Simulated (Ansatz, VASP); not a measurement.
Two plane-wave programs on ZnSe

INCAR

```
SYSTEM = ZnSe
PREC = Accurate
ENCUT = 500
EDIFF = 1E-6
ISMEAR = 0
SIGMA = 0.02
LREAL = .False.
LASPH = .True.
NELM = 120
ALGO = Normal
ISIF = 2
LWAVE = .False.
LCHARG = .True.
GGA = PS
LELF = .True.
LVHAR = .True.
NBANDS = 16
GGA_COMPAT = .False.
```

The input KPOINTS:

```
Automatic mesh
0
Gamma
  8 8 8
  0 0 0
```

File POSCAR:

```
ZnSe
1.0
    0.0000000000      2.8168001084      2.8168001084
    2.8168001084      0.0000000000      2.8168001084
    2.8168001084      2.8168001084      0.0000000000
Zn Se
1 1
Direct
    0.0000000000      0.0000000000      0.0000000000
    0.2500000000      0.2500000000      0.2500000000
```

Input for Ansatz:

```yaml
crystal:
  lattice:
    - [0.0, 2.8168001085, 2.8168001085]
    - [2.8168001085, 0.0, 2.8168001085]
    - [2.8168001085, 2.8168001085, 0.0]
  atoms:
    - { symbol: Zn, position: [0.0, 0.0, 0.0] }
    - { symbol: Se, position: [0.25, 0.25, 0.25] }
basis:
  ecutwfc: 420
kpoints:
  mp_grid: { grid: [8, 8, 8] }
  band_path:
    path:
      - [[0.0, 0.0, 0.0], [-0.5, -0.5, 0.0], [-0.375, -0.375, 0.25]]
      - [[-0.375, 0.0, 0.375], [0.0, 0.0, 0.0], [0.0, 0.0, 0.5], [-0.5, -0.25, 0.25], [-0.5, -0.5, 0.0]]
    npoints: 10
hamiltonian:
  xc: pbesol
  pseudopotentials: { kind: paw, azcp: { folder: soft_1 } }
scf:
  occupations: { method: gaussian, width: 0.02 }
  n_extra_bands: 7
output:
  forces: true
  stress: true
  eigenvalues: true
```

Alike in both runs: task single point; functional PBEsol; k mesh 8 × 8 × 8; occupations gaussian, width 0.02 eV; no spin polarisation.

```csv
,VASP,Ansatz
version,VASP 6.6.1,Ansatz 0.2.0
potentials or method,"VASP PAW PBE potentials, release 64 (Zn, Se), cutoff 500 eV","scalar-relativistic, plane waves, PAW"
valence electrons in the cell,18,28
```

|  | VASP | Ansatz | Ansatz less VASP |
| --- | --- | --- | --- |
| gap on the k mesh at the Fermi level (eV) | 1.24 | 1.23 | -0.008 |
| least direct gap on the mesh (eV) | 1.24 | 1.23 | -0.008 |
| pressure (GPa) | 0.3 | 0.0 | -0.26 |

VASP's potentials were made for PBE, not for PBEsol, and Ansatz warns of the same on its side. VASP's potentials hold 18 valence electrons a cell and Ansatz's 28, so a difference there can come from the potentials and not from the codes.
